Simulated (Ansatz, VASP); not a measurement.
Ta3Cu: VASP beside Ansatz

```
Ta Cu
1.0
    -1.99304    1.99304    4.17993
     1.99304   -1.99304    4.17993
     1.99304    1.99304   -4.17993
Ta Cu
3 1
Direct
  0.50000 0.50000 0.00000
  0.25000 0.75000 0.50000
  0.75000 0.25000 0.50000
  0.00000 0.00000 0.00000
```

Change from the starting cell: volume scaled by 0.98.

Alike in both runs: task single point; functional PBEsol; k mesh 9 × 9 × 9; occupations fermi-dirac, width 0.05 eV; no spin polarisation.

|  | VASP | Ansatz |
| --- | --- | --- |
| version | VASP 6.6.1 | Ansatz 0.2.0 |
| potentials or method | VASP PAW PBE potentials, release 64 (Ta_pv, Cu), cutoff 520 eV | all-electron LAPW, scalar-relativistic |

```csv
,VASP,Ansatz,Ansatz less VASP
gap on the k mesh at the Fermi level (eV),none,none,-
pressure (GPa),-2.0,-2.7,-0.70
"traceless stress, the component that is largest in VASP (GPa)",-0.44,-0.34,+0.101
```

VASP's potentials were made for PBE, not for PBEsol. A gap of «none» marks a metal or a gap that the smearing closes. Ansatz ran all-electron here, and VASP with PAW potentials.

Neither program's run includes spin-orbit coupling.
